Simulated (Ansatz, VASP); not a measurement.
## Ta: VASP beside Ansatz

File INCAR:

```
PREC = Accurate ; ENCUT = 520
EDIFF = 1E-6 ; ISMEAR = 0
SIGMA = 0.15 ; LREAL = False
LASPH = True ; NELM = 60
ALGO = Fast ; ISIF = 2
LWAVE = False ; LCHARG = False
GGA = PE ; NBANDS = 18
```

The input KPOINTS:

```
Automatic mesh
0
Gamma
  22 22 14
```

The input POSCAR:

```
Ta
1.0
   -1.6593948201      1.6593948201      1.6593948201
    1.6593948201     -1.6593948201      1.6593948201
    3.3187896402      3.3187896402      0.0000000000
Ta
2
Direct
    0.0361577602      0.0361577602      0.0000000000
    0.4638422398      0.4638422398      0.5000000000
```

Input for Ansatz:

```yaml
crystal:
  lattice:
    - [-1.6593948201, 1.6593948201, 1.6593948201]
    - [1.6593948201, -1.6593948201, 1.6593948201]
    - [3.3187896402, 3.3187896402, 0.0]
  atoms:
    - { symbol: Ta, position: [0.0361577602, 0.0361577602, 0.0] }
    - { symbol: Ta, position: [0.4638422398, 0.4638422398, 0.5] }
basis:
  ecutwfc: 420
kpoints:
  mp_grid: { grid: [22, 22, 14] }
hamiltonian:
  xc: pbe
scf:
  occupations: { method: gaussian, width: 0.15 }
output:
  forces: true
  stress: true
  eigenvalues: true
```

Change from the starting cell: mode 6 (144.7 1/cm) frozen in, largest displacement -0.120 Å.

Alike in both runs: task single point; functional PBE; k mesh 22 × 22 × 14; occupations gaussian, width 0.15 eV; no spin polarisation.

|  | VASP | Ansatz |
| --- | --- | --- |
| version | VASP 6.6.1 | Ansatz 0.2.0 |
| potentials or method | VASP PAW PBE potentials, release 64 (Ta_pv), cutoff 520 eV | scalar-relativistic, plane waves, PAW |
| valence electrons in the cell | 22 | 26 |

|  | VASP | Ansatz | Ansatz less VASP |
| --- | --- | --- | --- |
| gap on the k mesh at the Fermi level (eV) | none | none | - |
| pressure (GPa) | 1.3 | 1.1 | -0.15 |
| traceless stress, the component that is largest in VASP (GPa) | 1.73 | 1.71 | -0.023 |
| rms of the force components (eV/Å) | 0.815 | 0.815 | -0.0001 |

Atom by atom the forces differ by 0.000 eV/Å (rms over components). A gap of «none» marks a metal or a gap that the smearing closes. With one functional, cell and mesh, what is left measures potentials, basis and numerics. VASP's potentials hold 22 valence electrons a cell and Ansatz's 26, so a difference there can come from the potentials and not from the codes.

Spin-orbit coupling is off throughout.
